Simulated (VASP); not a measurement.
Here is a VASP 6.6.1 calculation.

Contents of INCAR:

```
SYSTEM = SrIr2
ALGO = Fast
EDIFF = 1E-6
ENCUT = 520
GGA = CA
ISIF = 2
ISMEAR = -1
LASPH = .True.
LCHARG = .True.
LELF = .True.
LREAL = .False.
LVHAR = .True.
LWAVE = .False.
NBANDS = 37
NELM = 100
PREC = Accurate
SIGMA = 0.05
```

KPOINTS

```
k-points
0
Gamma
  12 12 12
  0 0 0
```

The input POSCAR:

```
SrIr2
1.0
    0.0000000000      3.7910868234      3.7910868234
    3.7910868234      0.0000000000      3.7910868234
    3.7910868234      3.7910868234      0.0000000000
Sr Ir
2 4
Direct
    0.0000000000      0.0000000000      0.0000000000
    0.2500000000      0.2500000000      0.2500000000
    0.6250000000      0.6250000000      0.6250000000
    0.1250000000      0.6250000000      0.6250000000
    0.6250000000      0.6250000000      0.1250000000
    0.6250000000      0.1250000000      0.6250000000
```

Potentials or basis: VASP PAW LDA potentials, release 64 (Sr_sv, Ir).

Run with:

```sh
$ cat potpaw_LDA.64/Sr_sv/POTCAR potpaw_LDA.64/Ir/POTCAR > POTCAR
$ mpirun -np 1 vasp_std > vasp.out
```

Problem. Estimate the band gap on the k mesh.

Solution. Zero (bands 28 and 29 overlap by 1.21 eV).

Problem. Estimate the pressure.

Solution. 1.2 GPa.

Caveat: spin-orbit coupling is left out, which moves the levels of the heavy elements.
